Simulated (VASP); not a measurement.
Here is a VASP 6.6.1 calculation.

The input INCAR:

```
SYSTEM = CdS
PREC = Accurate ; ENCUT = 630
EDIFF = 1E-6 ; ISMEAR = 0
SIGMA = 0.01 ; LREAL = .FALSE.
LASPH = .TRUE. ; NELM = 120
ALGO = Normal ; ISIF = 2
LWAVE = .FALSE. ; LCHARG = .FALSE.
GGA = PS ; NBANDS = 34
GGA_COMPAT = .FALSE.
```

File KPOINTS:

```
Automatic mesh
0
G
  6 6 4
  0 0 0
```

Contents of POSCAR:

```
CdS
1.0
    4.0451725094      0.0000000000      0.0000000000
   -2.0225862547      3.5032221558      0.0000000000
    0.0000000000      0.0000000000      6.5854482898
Cd S
2 2
Direct
    0.3333333333      0.6666666667     -0.0006079221
    0.6666666667      0.3333333333      0.4993920779
    0.3333333333      0.6666666667      0.3756079221
    0.6666666667      0.3333333333      0.8756079221
```

Potentials or basis: VASP PAW PBE potentials, release 64 (Cd_sv_GW, S).

Launch:

```console
$ cat potpaw_PBE.64/Cd_sv_GW/POTCAR potpaw_PBE.64/S/POTCAR > POTCAR
$ mpirun -np 1 vasp_std > vasp.out
```

(1) Predict the band gap on the k mesh.

(2) What does it give for the pressure?

## Answers

(1) 1.21 eV.

(2) 3.9 GPa.

Caveat: the cell stands under pressure; the PAW data sets were made with another functional, which shifts forces and pressure a little.
